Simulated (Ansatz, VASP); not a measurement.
BeZn4O in VASP and in Ansatz

```
CELL_PARAMETERS angstrom
5.26478 0.00000 0.00000
-2.63239 4.55943 0.00000
0.00000 0.00000 3.70055
ATOMIC_POSITIONS crystal
Be 0.66667 0.33333 0.00000
Zn 0.33333 0.66667 0.00000
Zn 0.67913 0.83957 0.50000
Zn 0.16043 0.83957 0.50000
Zn 0.16043 0.32087 0.50000
O 0.00000 0.00000 0.00000
```

Change from the starting cell: species swapped into the TbAlNi4 type (P-6m2, No. 187).

Alike in both runs: functional PBE; k mesh 4 × 4 × 4; occupations gaussian, width 0.2 eV; no spin polarisation.

Ansatz relaxed the structure, and its values are those at the end. VASP's run is a single point on that final structure, the one shown.

|  | VASP | Ansatz |
| --- | --- | --- |
| version | VASP 6.6.1 | Ansatz 0.2.0 |
| potentials or method | VASP PAW PBE potentials, release 64 (Be, Zn, O), cutoff 600 eV | scalar-relativistic, plane waves, PAW |
| valence electrons in the cell | 56 | 56 |

|  | VASP | Ansatz | Ansatz less VASP |
| --- | --- | --- | --- |
| gap on the k mesh at the Fermi level (eV) | none | none | - |
| pressure (GPa) | 0.8 | 0.5 | -0.27 |
| rms of the force components (eV/Å) | 0.013 | 0.011 | -0.0023 |

A gap of «none» marks a metal or a gap that the smearing closes.

The k mesh is coarse, so the values compare programs but aren't converged.
